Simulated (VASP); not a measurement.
Input of a VASP 6.6.1 run:

File POSCAR:

```
LiBr
1.0
    0.0000000000      2.7395485816      2.7395485816
    2.7395485816      0.0000000000      2.7395485816
    2.7395485816      2.7395485816      0.0000000000
Li Br
1 1
Direct
    0.0000000000      0.0000000000      0.0000000000
    0.5000000000      0.5000000000      0.5000000000
```

INCAR.step1

```
  PREC = Accurate
  ENCUT = 650
  EDIFF = 1E-5
  ISMEAR = 0
  SIGMA = 0.01
  LREAL = F
  LASPH = T
  NELM = 120
  ALGO = Normal
  ISIF = 2
  LWAVE = T
  GGA = PE
  NBANDS = 12
  GGA_COMPAT = F
```

Contents of INCAR.step2:

```
  PREC = Accurate
  ENCUT = 650
  EDIFF = 1E-6
  ISMEAR = 0
  SIGMA = 0.01
  LREAL = F
  LASPH = T
  NELM = 120
  ALGO = Normal
  ISIF = 2
  LWAVE = F
  LCHARG = T
  GGA = PE
  LHFCALC = T
  AEXX = 0.75
  PRECFOCK = Normal
  LELF = T
  LVHAR = T
  ISTART = 1
  NBANDS = 12
  GGA_COMPAT = F
```

File KPOINTS:

```
Automatic mesh
0
Gamma
  4 4 4
```

Potentials or basis: VASP PAW PBE potentials, release 64 (Li_sv, Br).

Command:

```sh
$ cat potpaw_PBE.64/Li_sv/POTCAR potpaw_PBE.64/Br/POTCAR > POTCAR
$ cp INCAR.step1 INCAR
$ mpirun -np 1 vasp_std > vasp.out
$ cp INCAR.step2 INCAR
$ mpirun -np 1 vasp_std > vasp.out
```

Estimate the pressure.

-1.8 GPa.

Predict the band gap on the k mesh.

10.94 eV.

Caveat: the k points lie up to 0.50 Å⁻¹ apart; the PAW data sets were made with another functional, which shifts forces and pressure a little.
